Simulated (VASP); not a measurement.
Runs of VASP 6.6.1 on MgSi4N2. The structure is that of space group Immm (No. 71), or close to it. The cells are those of the table. 

| task | spin | cell | k mesh | cutoff (eV) | gap on the mesh (eV) | pressure (GPa) | largest force (eV/Å) |
| --- | --- | --- | --- | --- | --- | --- | --- |
| single point | off | a = 5.852 Å, angles 144.6, 111.4, 79.6°, 7 atoms | 8 × 8 × 8 | 520 | none | -0.1 | 0.02 |
| single point | off | a = 4.821 Å, angles 146.3, 121.2, 69.5°, 7 atoms | 8 × 8 × 8 | 520 | none | 330.7 | (a) |
| relaxation of cell and atoms | off | relaxed from a = 4.821 Å, angles 146.3, 121.2, 69.5°, 7 atoms | 8 × 8 × 8 | 600 | none | 0.0 | 0.02 |
| single point | collinear, ferromagnetic start | a = 5.852 Å, angles 144.6, 111.4, 79.6°, 7 atoms | 6 × 6 × 6 | 520 | none | 0.0 | 0.02 |

Alike in all rows: level PBE; potentials or basis VASP PAW PBE potentials, release 64 (Mg, Si, N); smearing gaussian 0.1 eV.

Question: Fill in the values left out.

Answer: (a) 16.40.

Caveats: forces of over 1 eV/Å act on the atoms, so gaps and moduli don't describe the material at rest (some runs).

A gap of «none» marks levels without a gap at the run's occupations.
